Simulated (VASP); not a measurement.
The system is Ni.

```
CELL_PARAMETERS angstrom
-2.15234 2.15234 1.17414
2.15234 -2.15234 1.17414
2.15234 2.15234 -1.17414
ATOMIC_POSITIONS crystal
Ni 0.00000 0.00000 0.00000
Ni 0.75000 0.25000 0.50000
```

| Item | Value |
| --- | --- |
| Program | VASP 6.6.1 |
| Task | relaxation of cell and atoms |
| Functional | PBE |
| Potentials or basis | VASP PAW PBE potentials, release 64 (Ni) |
| Cutoff | 600 eV |
| k mesh | 8 × 8 × 8 |
| Occupations | gaussian, width 0.1 eV |
| Spin | collinear spin, ferromagnetic start |
| Starting moments | [0.66, 0.66] μB |

At the start: pressure 19.2 GPa; volume 10.88 Å³/atom.

**Question.** How do energy, volume and symmetry change on relaxing?

**Answer.** Over 4 steps the energy falls by 42.7 meV/atom and the volume is 11.85 Å³/atom (+8.9 %); space group I4_1/amd (No. 141, to 0.05 Å); moment 0.00 μB per cell.

Step by step:
```tsv
step	energy change (eV)	largest force (eV/Å)	pressure (GPa)	volume (Å³)
1	0.0000	0.0000	19.20	21.76
2	0.0210	0.0000	-12.70	26.13
3	-0.0851	0.0000	0.54	23.60
4	-0.0853	0.0000	-0.02	23.70
```

Final structure:
```
Ni
1.0
    -2.21547    2.21547    1.20691
     2.21547   -2.21547    1.20691
     2.21547    2.21547   -1.20691
Ni
2
Direct
  0.00000 0.00000 0.00000
  0.75000 0.25000 0.50000
```

Caveat: the k points lie up to 0.37 Å⁻¹ apart in the final cell.
